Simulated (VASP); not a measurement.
Set up this calculation in VASP 6.6.1, as the native input.

- Task: relaxation of cell and atoms
- Functional: PBE
- Potentials or basis: VASP PAW PBE potentials, release 64 (W_sv, C)
- Cutoff: 600 eV
- k mesh: 18 × 18 × 16
- Occupations: gaussian, width 0.1 eV
- Spin: no spin polarisation
- Dipole correction: no
- Further INCAR settings: ALGO = Normal; EDIFF = 1e-06; IBRION = 2; EDIFFG = -0.01; NSW = 100; ISIF = 3

The structure of WC lies in POSCAR:

```
WC
1.0
    2.9209239679      0.0000000000      0.0000000000
   -1.4604619839      2.5295943587      0.0000000000
    0.0000000000      0.0000000000      2.8445438359
W C
1 1
Direct
    0.0000000000      0.0000000000      0.0000000000
    0.3333333333      0.6666666667      0.5000000000
```

One way to write it, as run:

INCAR

```
ALGO = Normal
EDIFF = 1E-6
EDIFFG = -0.01
ENCUT = 600
GGA = PE
IBRION = 2
ISIF = 3
ISMEAR = 0
LASPH = True
LCHARG = False
LREAL = False
LWAVE = False
NELM = 60
NSW = 100
PREC = Accurate
SIGMA = 0.1
```

KPOINTS

```
k-points
0
Gamma
  18 18 16
```

Potentials or basis: VASP PAW PBE potentials, release 64 (W_sv, C).

Run with:

```bash
$ cat potpaw_PBE.64/W_sv/POTCAR potpaw_PBE.64/C/POTCAR > POTCAR
$ mpirun -np 1 vasp_std > vasp.out
```

It gave:

| Item | Value |
| --- | --- |
| Relaxed volume | 10.55 Å³/atom |
| Relaxed cell | a = 2.924 Å, b = 2.924 Å, c = 2.850 Å, α = 90.00°, β = 90.00°, γ = 120.00° |
| Space group after relaxing (to 0.05 Å) | P-6m2 (No. 187) |
| Energy gained by relaxing | 0.2 meV/atom |
| Ionic steps | 3 |
| Pressure after relaxing | 0.0 GPa |
| Band gap on the k mesh | zero (band 9 reaches 11.47 eV, above the bottom of band 10 at 10.27 eV) |

Caveat: spin-orbit coupling is left out, which moves the levels of the heavy elements.

Wall time 3.2 min on 1 thread of Intel Xeon 8259CL, with other jobs on the host, peak memory 0.25 GiB.
